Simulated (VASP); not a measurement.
Set up this calculation in VASP 6.6.1, as the native input.

- Task: single point
- Functional: r2SCAN
- Potentials or basis: VASP PAW PBE potentials, release 64 (Ni, O)
- Cutoff: 660 eV
- k mesh: 2 × 2 × 2
- Occupations: fermi-dirac, width 0.1 eV
- Spin: no spin polarisation
- Dipole correction: no
- Further INCAR settings: ALGO = Normal; EDIFF = 1e-06; NBANDS = 15

NiO:

```
CELL_PARAMETERS angstrom
0.00000 2.10500 2.10500
2.10500 0.00000 2.10500
2.10500 2.10500 0.00000
ATOMIC_POSITIONS crystal
Ni 0.00000 0.00000 0.00000
O 0.50000 0.50000 0.50000
```

The input as run:

POSCAR

```
NiO
1.0
    0.0000000000      2.1050000000      2.1050000000
    2.1050000000      0.0000000000      2.1050000000
    2.1050000000      2.1050000000      0.0000000000
Ni O
1 1
Direct
    0.0000000000      0.0000000000      0.0000000000
    0.5000000000      0.5000000000      0.5000000000
```

INCAR.step1

```
SYSTEM = NiO
PREC = Accurate
ENCUT = 660
ISMEAR = -1
SIGMA = 0.1
LREAL = .False.
LASPH = .True.
NELM = 120
NBANDS = 15
GGA = PE
ALGO = Normal
EDIFF = 1E-5
LWAVE = .True.
LCHARG = .False.
GGA_COMPAT = .False.
```

INCAR.step2

```
SYSTEM = NiO
PREC = Accurate
ENCUT = 660
EDIFF = 1E-6
ISMEAR = -1
SIGMA = 0.1
LREAL = .False.
LASPH = .True.
NELM = 120
ALGO = Normal
ISIF = 2
LWAVE = .False.
LCHARG = .False.
METAGGA = R2SCAN
LMIXTAU = .True.
NBANDS = 15
ISTART = 1
GGA_COMPAT = .False.
```

KPOINTS

```
regular mesh
0
Gamma
  2 2 2
  0 0 0
```

Potentials or basis: VASP PAW PBE potentials, release 64 (Ni, O).

The run is started by

```console
$ cat potpaw_PBE.64/Ni/POTCAR potpaw_PBE.64/O/POTCAR > POTCAR
$ cp INCAR.step1 INCAR
$ mpirun -np 1 vasp_std > vasp.out
$ cp INCAR.step2 INCAR
$ mpirun -np 1 vasp_std > vasp.out
```

It gave:

```
Pressure               : -21.0 GPa
Band gap on the k mesh : zero (band 8 reaches 8.98 eV, above the bottom of band 9 at 6.33 eV)
```

Caveat: the k points lie up to 1.29 Å⁻¹ apart; the PAW data sets were made with another functional, which shifts forces and pressure a little; the run has no spin polarisation, though such a crystal can be magnetic; semilocal functionals often make such compounds metallic where correlation or magnetic order opens a gap, which also shifts bond lengths.

Wall time 31 s on 1 thread of AMD EPYC 7R43 64-Core Processor (Zen 3), with other jobs on the host, peak memory 0.12 GiB.
